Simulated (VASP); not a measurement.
Wanted: the native input for a VASP 6.6.1 run.

```
Task                   : single point
Functional             : PBE
Potentials or basis    : VASP PAW PBE potentials, release 64 (Be)
Cutoff                 : 520 eV
k mesh                 : 18 × 18 × 10
Occupations            : methfessel-paxton, width 0.05 eV
Spin                   : no spin polarisation
Dipole correction      : no
Further INCAR settings : ALGO = Fast; EDIFF = 1e-07; NBANDS = 9
```

The structure of Be lies in POSCAR:

```
Be
1.0
    2.2853000000      0.0000000000      0.0000000000
   -1.1426500000      1.9791278553      0.0000000000
    0.0000000000      0.0000000000      3.5842000000
Be
2
Direct
    0.6882380000      0.3384440000      0.7501790000
    0.3173940000      0.6567560000      0.2585440000
```

These files were run (other wordings do the same):

INCAR

```
SYSTEM = Be
  PREC = Accurate
  ENCUT = 520
  EDIFF = 1E-7
  ISMEAR = 1
  SIGMA = 0.05
  LREAL = .FALSE.
  LASPH = .TRUE.
  NELM = 60
  ALGO = Fast
  ISIF = 2
  LWAVE = .FALSE.
  LCHARG = .FALSE.
  GGA = PE
  NBANDS = 9
```

KPOINTS

```
Automatic mesh
0
G
  18 18 10
  0 0 0
```

Potentials or basis: VASP PAW PBE potentials, release 64 (Be).

Launch:

```console
$ cat potpaw_PBE.64/Be/POTCAR > POTCAR
$ mpirun -np 1 vasp_std > vasp.out
```

Results of the run:

```yaml
Pressure: -2.6 GPa
Largest_force: 0.359 eV/Å
Band_gap_on_the_k_mesh: zero (band 2 reaches 7.90 eV, above the bottom of band 3 at 5.81 eV)
```

Run time: 5.8 min on 1 thread of Oxide Virtual Turin-like Processor (shared host), peak memory 0.26 GiB.
